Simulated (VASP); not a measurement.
A run of VASP 6.6.1:

INCAR

```
SYSTEM = Ir
PREC = Accurate
ENCUT = 520
EDIFF = 1E-6
ISMEAR = 0
SIGMA = 0.15
LREAL = .FALSE.
LASPH = .TRUE.
NELM = 100
ALGO = Normal
ISIF = 2
LWAVE = .FALSE.
LCHARG = .FALSE.
NBANDS = 10
```

Contents of KPOINTS:

```
regular mesh
0
G
  22 22 22
  0 0 0
```

The input POSCAR:

```
Ir
1.0
    0.0000000000      2.0060611171      1.7189937713
    2.0060611171      0.0000000000      1.7189937713
    2.0060611171      2.0060611171      0.0000000000
Ir
1
Direct
    0.0000000000      0.0000000000      0.0000000000
```

Potentials or basis: VASP PAW LDA potentials, release 64 (Ir).

The run is started by

```sh
$ cat potpaw_LDA.64/Ir/POTCAR > POTCAR
$ mpirun -np 1 vasp_std > vasp.out
```

Hardware: 1 thread of AMD EPYC 7R13, on a shared host.

Question: Estimate the wall time of this run.

Answer: Run time: 2.1 min on 1 thread of AMD EPYC 7R13, on a shared host, peak memory 0.2 GiB. Counts: scf iterations 11, k points 834.
